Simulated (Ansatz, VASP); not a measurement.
## Pd in VASP and in Ansatz

```
Pd
1.0
     2.51713    0.00000    0.00000
     0.00000    2.51713    0.00000
     0.00000    0.00000    2.51713
Pd
1
Direct
  0.00000 0.00000 0.00000
```

Alike in both runs: task single point; functional r2SCAN; k mesh 14 × 14 × 14; occupations fermi-dirac, width 0.05 eV; collinear spin.

|  | VASP | Ansatz |
| --- | --- | --- |
| version | VASP 6.6.1 | Ansatz 0.2.0 |
| potentials or method | VASP PAW PBE potentials, release 64 (Pd), cutoff 520 eV | plane waves (500 eV) with PAW, scalar-relativistic |
| valence electrons in the cell | 10 | 18 |

|  | VASP | Ansatz | Ansatz less VASP |
| --- | --- | --- | --- |
| pressure (GPa) | 15.0 | 14.3 | -0.72 |
| net moment per atom (μB) | 0.00 | 0.00 | 0.000 |

VASP's potentials were made for PBE, not for r2SCAN. The functional is the same, so the differences come from potentials, cutoffs and numerics. VASP's potentials hold 10 valence electrons a cell and Ansatz's 18, so a difference there can come from the potentials and not from the codes. Ansatz's warnings: seeded moment not kept, stability check not made.
